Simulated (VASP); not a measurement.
SnTe:

```
CELL_PARAMETERS angstrom
3.90470 0.00000 0.00000
0.00000 3.90470 0.00000
0.00000 0.00000 3.90470
ATOMIC_POSITIONS crystal
Te 0.50000 0.50000 0.50000
Sn 0.00000 0.00000 0.00000
```

- Program: VASP 6.6.1
- Task: relaxation of cell and atoms
- Functional: PBE
- Potentials or basis: VASP PAW PBE potentials, release 64 (Te, Sn_d)
- Cutoff: 600 eV
- k mesh: 7 × 7 × 7
- Occupations: fermi-dirac, width 0.05 eV
- Spin: no spin polarisation

At the start: pressure -1.1 GPa; volume 29.77 Å³/atom.

Where does the relaxation end?

Over 3 steps the energy falls by 3.1 meV/atom and the volume is 28.84 Å³/atom (-3.1 %); space group Pm-3m (No. 221, to 0.05 Å).

Step by step:
```
step  energy change (eV)  largest force (eV/Å)  pressure (GPa)  volume (Å³)
   1              0.0000                0.0000           -1.07        59.53
   2             -0.0062                0.0000           -0.09        57.84
   3             -0.0062                0.0000            0.03        57.69
```

Final structure:
```xyz
2
Lattice="3.8639 0.0000 0.0000 0.0000 3.8639 0.0000 0.0000 0.0000 3.8639" Properties=species:S:1:pos:R:3 pbc="T T T"
Te    1.9319    1.9319    1.9319
Sn    0.0000    0.0000    0.0000
```
